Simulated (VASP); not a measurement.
A run of VASP 6.6.1:

The input INCAR:

```
PREC = Accurate
ENCUT = 520
EDIFF = 1E-6
ISMEAR = -1
SIGMA = 0.05
LREAL = F
LASPH = T
NELM = 80
ALGO = Normal
ISIF = 2
LWAVE = F
LCHARG = F
GGA = CA
NBANDS = 14
```

KPOINTS

```
regular mesh
0
Gamma
  11 11 6
```

File POSCAR:

```
Na
1.0
    3.6916609776      0.0000000000      0.0000000000
   -1.8458304888      3.1970721888      0.0000000000
    0.0000000000      0.0000000000      6.1540000000
Na
2
Direct
    0.3333333333      0.6666666667      0.2500000000
    0.6666666667      0.3333333333      0.7500000000
```

Potentials or basis: VASP PAW LDA potentials, release 64 (Na_pv).

Command:

```bash
$ cat potpaw_LDA.64/Na_pv/POTCAR > POTCAR
$ mpirun -np 1 vasp_std > vasp.out
```

Hardware: 1 thread of Intel(R) Xeon(R) Platinum 8559C (Emerald Rapids), on a shared host.

**Question.** Estimate the wall time of this run.

**Answer.** Wall time 18 s on 1 thread of Intel(R) Xeon(R) Platinum 8559C (Emerald Rapids), with other jobs on the host, peak memory 0.17 GiB. Counts: scf iterations 9, k points 64.
